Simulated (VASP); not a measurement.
**Mo: single point with r2SCAN**

Crystal: Mo.

```xyz
1
Lattice="-1.5524 1.5524 1.6162 1.5524 -1.5524 1.6162 1.5524 1.5524 -1.6162" Properties=species:S:1:pos:R:3 pbc="T T T"
Mo    0.0000    0.0000    0.0000
```

```
Program                : VASP 6.6.1
Task                   : single point
Functional             : r2SCAN
Potentials or basis    : VASP PAW PBE potentials, release 64 (Mo_sv)
Cutoff                 : 520 eV
k mesh                 : 15 × 15 × 15
Occupations            : fermi-dirac, width 0.05 eV
Spin                   : no spin polarisation
Dipole correction      : no
Further INCAR settings : ALGO = Normal; EDIFF = 1e-06; NBANDS = 13
```

```
Pressure               : 2.5 GPa
Band gap on the k mesh : zero (bands 7 and 8 overlap by 5.09 eV)
```

Stress tensor (GPa, compression positive):
```
 6.82  0.00  0.00
 0.00  6.82  0.00
 0.00  0.00 -6.17
```

Levels at points of the mesh, in eV from the Fermi level:
| k point | band 4 | band 5 | band 6 | band 7 | band 8 | band 9 | band 10 | band 11 |
| --- | --- | --- | --- | --- | --- | --- | --- | --- |
| (0.00, 0.00, 0.00) | -35.66 | -7.65 | -1.55 | -1.55 | -1.07 | 1.61 | 2.23 | 14.99 |

It took 2.1 min on 1 thread of Intel(R) Xeon(R) 6975P-C (Granite Rapids) (shared host), peak memory 0.17 GiB.

Caveat: the stress differs along the axes, from -6 to 7 GPa; the PAW data sets were made with another functional, which shifts forces and pressure a little.
